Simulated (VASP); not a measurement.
# Cr (Im-3m) in VASP: a series of runs, part 2 of 2

VASP 6.6.1.

## Step 3: Single point, PBE

This run uses another cell than the first one, of 11.99 Å³/atom, 1.018 times its volume.

Input file INCAR:

```
PREC = Accurate
ENCUT = 520
EDIFF = 1E-7
ISMEAR = 0
SIGMA = 0.05
LREAL = F
LASPH = T
NELM = 100
ALGO = Fast
ISIF = 2
LWAVE = F
LCHARG = F
GGA = PE
NBANDS = 12
```

Input file KPOINTS:

```
regular mesh
0
Gamma
  22 22 22
```

Input file POSCAR:

```
Cr
1.0
   -1.4419500000      1.4419500000      1.4419500000
    1.4419500000     -1.4419500000      1.4419500000
    1.4419500000      1.4419500000     -1.4419500000
Cr
1
Direct
    0.0000000000      0.0000000000      0.0000000000
```

Potentials or basis: VASP PAW PBE potentials, release 64 (Cr_pv).

On the command line:

```sh
$ cat potpaw_PBE.64/Cr_pv/POTCAR > POTCAR
$ mpirun -np 1 vasp_std > vasp.out
```

Run time: 22 s. Hardware: 1 thread of Intel Xeon 6975P-C (Granite Rapids), shared host; peak memory 0.16 GiB.

Results (log left out):

| Property | Result |
| --- | --- |
| Free energy | -9.5009 eV |
| Pressure | -9.3 GPa |
| Band gap on the k mesh | zero (band 6 reaches 12.76 eV, above the bottom of band 7 at 9.58 eV) |

Levels at points of the mesh, in eV from the Fermi level:
```csv
k point,band 2,band 3,band 4,band 5,band 6,band 7,band 8,band 9,band 10,band 11
"(0.00, 0.00, 0.00)",-42.78,-42.78,-7.72,-0.87,-0.87,-0.87,1.09,1.09,7.08,22.01
"(0.50, 0.00, 0.00)",-43.04,-42.79,-4.25,-2.33,1.03,1.08,1.40,2.68,7.07,9.48
"(0.50, 0.50, 0.50)",-43.34,-43.34,-4.09,-4.09,2.31,2.31,2.31,7.08,10.28,10.28
```

Caveat: the run has no spin polarisation, though such a crystal can be magnetic. Spin polarisation is off, so any magnetic state and its effect on volume and gap are missing.

## Step 4: Single point, PBE

Input file INCAR:

```
PREC = Accurate ; ENCUT = 520
EDIFF = 1E-7 ; ISMEAR = 0
SIGMA = 0.05 ; LREAL = False
LASPH = True ; NELM = 100
ALGO = Fast ; ISIF = 2
LWAVE = False ; LCHARG = False
GGA = PE ; NBANDS = 12
```

KPOINTS is that of step 3.

Input file POSCAR:

```
Cr
1.0
   -1.4428507987      1.4428507987      1.4428507987
    1.4428507987     -1.4428507987      1.4428507987
    1.4428507987      1.4428507987     -1.4428507987
Cr
1
Direct
    0.0000000000      0.0000000000      0.0000000000
```

Potentials or basis: VASP PAW PBE potentials, release 64 (Cr_pv).

On the command line:

```sh
$ cat potpaw_PBE.64/Cr_pv/POTCAR > POTCAR
$ mpirun -np 1 vasp_std > vasp.out
```

OUTCAR:

```text
PREC = Accurate
   ENCUT = 520
   EDIFF = 1E-7
   ISMEAR = 0
   LREAL = False
   LASPH = True
   NELM = 100
   ISIF = 2
   GGA = PE

 ion  position               nearest neighbor table
   1  0.000  0.000  0.000-

  LATTYP: Found a body centered cubic cell.
 ALAT       =     2.8857015974

  Lattice vectors:

 A1 = (  -1.4428507987,   1.4428507987,   1.4428507987)
 A2 = (   1.4428507987,  -1.4428507987,   1.4428507987)
 A3 = (   1.4428507987,   1.4428507987,  -1.4428507987)

Analysis of symmetry for initial positions (statically):
=====================================================================
 Subroutine PRICEL returns:
 Original cell was already a primitive cell.

 Routine SETGRP: Setting up the symmetry group for a
 body centered cubic supercell.

 Subroutine GETGRP returns: Found 48 space group operations
 (whereof 48 operations were pure point group operations)
 out of a pool of 48 trial point group operations.

The static configuration has the point symmetry O_h .

Analysis of symmetry for dynamics (positions and initial velocities):
=====================================================================
 Subroutine PRICEL returns:
[... 161 lines left out ...]
 Fermi energy:        10.4188855372

 k-point     1 :       0.0000    0.0000    0.0000
  band No.  band energies     occupation
      1     -32.3640      2.00000
      2     -32.3640      2.00000
      3     -32.3640      2.00000
      4       2.7074      2.00000
      5       9.5528      2.00000
      6       9.5528      2.00000
      7       9.5528      2.00000
      8      11.5041      0.00000
      9      11.5041      0.00000
     10      17.4968      0.00000
     11      32.4136      0.00000
     12      32.4136      0.00000
[... 331 lines left out ...]
 k-point    24 :       0.1364    0.0909    0.0000
  band No.  band energies     occupation
      1     -32.6427      2.00000
      2     -32.4365      2.00000
      3     -32.3853      2.00000
      4       4.2469      2.00000
      5       9.0882      2.00000
      6       9.2115      2.00000
      7      10.6575      0.00000
      8      11.0832      0.00000
      9      11.6250      0.00000
     10      17.4965      0.00000
     11      29.0691      0.00000
     12      30.4124      0.00000

 [... further k-points ...]
[... 5 lines left out ...]
  --------------------------------------------------------------------------------------
  -------------------------------------------------------------------------------------
  Total       -0.7282304     -0.7282304     -0.7282304     -0.0000000     -0.0000000      0.0000000
  in kB      -97.1080296    -97.1080296    -97.1080296     -0.0000000     -0.0000000      0.0000000
  external PRESSURE =     -97.1080296 kB  Pullay stress =       0.0000000 kB

 VOLUME and BASIS-vectors are now :
 -----------------------------------------------------------------------------
  energy-cutoff  :      520.00
  volume of cell :       12.02
      direct lattice vectors                 reciprocal lattice vectors
    -1.442850799  1.442850799  1.442850799     0.000000000  0.346536177  0.346536177
     1.442850799 -1.442850799  1.442850799     0.346536177  0.000000000  0.346536177
     1.442850799  1.442850799 -1.442850799     0.346536177  0.346536177  0.000000000

 POSITION                                       TOTAL-FORCE (eV/Angst)
 -----------------------------------------------------------------------------------
      0.00000      0.00000      0.00000        -0.000000     -0.000000     -0.000000
 -----------------------------------------------------------------------------------
    total drift:                                0.000000     -0.000000      0.000000

  FREE ENERGIE OF THE ION-ELECTRON SYSTEM (eV)
  ---------------------------------------------------
  free  energy   TOTEN  =        -9.4996092493 eV

  energy  without entropy=       -9.4984203263  energy(sigma->0) =       -9.49901479
```

OSZICAR:

```text
N       E                     dE             d eps       ncg     rms          rms(c)
DAV:   1     0.804711679225E+02    0.80471E+02   -0.70651E+03  7908   0.118E+03
DAV:   2    -0.999852054151E+01   -0.90470E+02   -0.87200E+02  8020   0.296E+02
DAV:   3    -0.112277187777E+02   -0.12292E+01   -0.12225E+01  8728   0.415E+01
DAV:   4    -0.112344688571E+02   -0.67501E-02   -0.67498E-02  8420   0.308E+00
DAV:   5    -0.112345528878E+02   -0.84031E-04   -0.84031E-04  8576   0.315E-01    0.124E+01
RMM:   6    -0.952483447629E+01    0.17097E+01   -0.44616E+00  8385   0.249E+01    0.212E+00
RMM:   7    -0.950930632709E+01    0.15528E-01   -0.77828E-02  8765   0.339E+00    0.112E+00
RMM:   8    -0.950037719546E+01    0.89291E-02   -0.10954E-02  9046   0.109E+00    0.252E-01
RMM:   9    -0.949959655981E+01    0.78064E-03   -0.24805E-03  8968   0.636E-01    0.393E-02
RMM:  10    -0.949961414641E+01   -0.17587E-04   -0.16170E-04  9259   0.190E-01    0.129E-02
RMM:  11    -0.949960863240E+01    0.55140E-05   -0.19518E-05  9549   0.649E-02    0.389E-03
RMM:  12    -0.949960886006E+01   -0.22765E-06   -0.36933E-06  9397   0.270E-02    0.214E-03
RMM:  13    -0.949960917076E+01   -0.31070E-06   -0.76991E-07  7282   0.134E-02    0.727E-04
RMM:  14    -0.949960924934E+01   -0.78584E-07   -0.28030E-07  5846   0.655E-03
   1 F= -.94996092E+01 E0= -.94990148E+01  d E =-.118892E-02
```

It took 21 s on 1 thread of Intel Xeon 6975P-C (Granite Rapids), shared host; peak memory 0.16 GiB.

What came out:

| Item | Value |
| --- | --- |
| Free energy | -9.4996 eV |
| Pressure | -9.7 GPa |
| Band gap on the k mesh | zero (band 6 reaches 12.72 eV, above the bottom of band 7 at 9.55 eV) |

Caveat: the run has no spin polarisation, though such a crystal can be magnetic. Spin polarisation is off, so any magnetic state and its effect on volume and gap are missing.

## Step 5: Summary

| cell | further INCAR settings | gap on the mesh (eV) | pressure (GPa) |
| --- | --- | --- | --- |
| a = 2.483 Å, angles 109.5°, 1 atom | ALGO = Fast; EDIFF = 1e-06; NBANDS = 12 | none | -5.1 |
| a = 2.498 Å, angles 109.5°, 1 atom | ALGO = Fast; EDIFF = 1e-07; NBANDS = 12 | none | -9.3 |
| a = 2.499 Å, angles 109.5°, 1 atom | ALGO = Fast; EDIFF = 1e-07; NBANDS = 12 | none | -9.7 |

Alike in all rows: task single point; level PBE; potentials or basis VASP PAW PBE potentials, release 64 (Cr_pv); no spin polarisation; k mesh 22 × 22 × 22; cutoff (eV) 520; smearing gaussian 0.05 eV.

Caveats: the run has no spin polarisation, though such a crystal can be magnetic.

Total energies depend on the potentials used, so only differences within one code and one set of settings carry meaning.
